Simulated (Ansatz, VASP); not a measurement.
Na2H5: VASP beside Ansatz

```
Na H
1.0
     2.10661   -2.23131    0.00000
     2.10661    2.23131    0.00000
     0.00000    0.00000    8.35986
Na H
2 5
Direct
  0.00000 0.00000 0.73293
  0.50000 0.50000 0.26541
  0.00000 0.50000 0.45852
  0.50000 0.00000 0.45852
  0.21061 0.78939 0.48179
  0.78939 0.21061 0.48179
  0.00000 0.00000 0.25922
```

Alike in both runs: task relaxation of cell and atoms; functional PBE; k mesh 6 × 6 × 2; occupations gaussian, width 0.1 eV; no spin polarisation.

```csv
,VASP,Ansatz
version,VASP 6.6.1,Ansatz 0.2.0
potentials or method,"VASP PAW PBE potentials, release 64 (Na_pv, H), cutoff 600 eV","scalar-relativistic, plane waves, PAW"
valence electrons in the cell,19,23
```

```csv
,VASP,Ansatz,Ansatz less VASP
"gap on the k mesh at the Fermi level, each at its own relaxed structure (eV)",none,none,-
relaxed volume (Å³/atom),12.47,13.00,+0.535
relaxed cell length with the largest relative difference (Å),7.686,7.862,+0.1762
```

A gap of «none» marks a metal or a gap that the smearing closes. VASP's potentials hold 19 valence electrons a cell and Ansatz's 23, so a difference there can come from the potentials and not from the codes.

The k mesh is coarse, so the values compare programs but aren't converged.
